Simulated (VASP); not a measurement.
Set up this calculation in VASP 6.6.1, as the native input.

```yaml
Task: single point
Functional: PBEsol
Potentials_or_basis: VASP PAW PBE potentials, release 64 (Ti_sv)
Cutoff: 520 eV
k_mesh: 22 × 22 × 22
Occupations: gaussian, width 0.15 eV
Spin: no spin polarisation
Dipole_correction: no
Further_INCAR_settings: ALGO = Fast; EDIFF = 1e-07; NBANDS = 12
```

The structure of Ti lies in POSCAR:

```
Ti
1.0
   -1.7019535669      1.7019535669      1.5794129101
    1.7019535669     -1.7019535669      1.5794129101
    1.7019535669      1.7019535669     -1.5794129101
Ti
1
Direct
    0.0000000000      0.0000000000      0.0000000000
```

This cell differs from its parent crystal: volume 18.300 Å^3 an atom, c/a of the conventional cell 0.9280.

These files were run (other wordings do the same):

INCAR

```
SYSTEM = Ti
  ALGO = Fast
  EDIFF = 1E-7
  ENCUT = 520
  GGA = PS
  ISIF = 2
  ISMEAR = 0
  LASPH = .True.
  LCHARG = .False.
  LREAL = .False.
  LWAVE = .False.
  NBANDS = 12
  NELM = 80
  PREC = Accurate
  SIGMA = 0.15
```

KPOINTS

```
k-points
0
Gamma
  22 22 22
  0 0 0
```

Potentials or basis: VASP PAW PBE potentials, release 64 (Ti_sv).

Launch:

```bash
$ cat potpaw_PBE.64/Ti_sv/POTCAR > POTCAR
$ mpirun -np 1 vasp_std > vasp.out
```

It gave:

- Pressure: -9.7 GPa
- Band gap on the k mesh: zero (band 6 reaches 8.31 eV, above the bottom of band 7 at 6.86 eV)

Caveat: the PAW data sets were made with another functional, which shifts forces and pressure a little.

It took 2.5 min on 1 thread of Intel(R) Xeon(R) 6975P-C (Granite Rapids) (shared host), peak memory 0.29 GiB.
